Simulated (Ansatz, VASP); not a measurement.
One calculation of TaC, two programs

```
CELL_PARAMETERS angstrom
0.00000 2.22700 2.22700
2.22700 0.00000 2.22700
2.22700 2.22700 0.00000
ATOMIC_POSITIONS crystal
Ta 0.00000 0.00000 0.00000
C 0.50000 0.50000 0.50000
```

Alike in both runs: task single point; functional revPBE; k mesh 10 × 10 × 10; occupations gaussian, width 0.05 eV; no spin polarisation.

|  | VASP | Ansatz |
| --- | --- | --- |
| version | VASP 6.6.1 | Ansatz 0.2.0 |
| potentials or method | VASP PAW PBE potentials, release 64 (Ta_pv, C), cutoff 600 eV | scalar-relativistic, plane waves, PAW |
| valence electrons in the cell | 15 | 17 |

Ansatz gave:

- gap on the k mesh at the Fermi level (eV): none
- pressure (GPa): 7.9

Problem. Which values does VASP return?

Solution. gap on the k mesh at the Fermi level (eV): none; pressure (GPa): 8.4.

VASP's potentials were made for PBE, not for revPBE. A gap of «none» marks a metal or a gap that the smearing closes. The functional is the same, so the differences come from potentials, cutoffs and numerics. VASP's potentials hold 15 valence electrons a cell and Ansatz's 17, so a difference there can come from the potentials and not from the codes.

Neither program's run includes spin-orbit coupling.
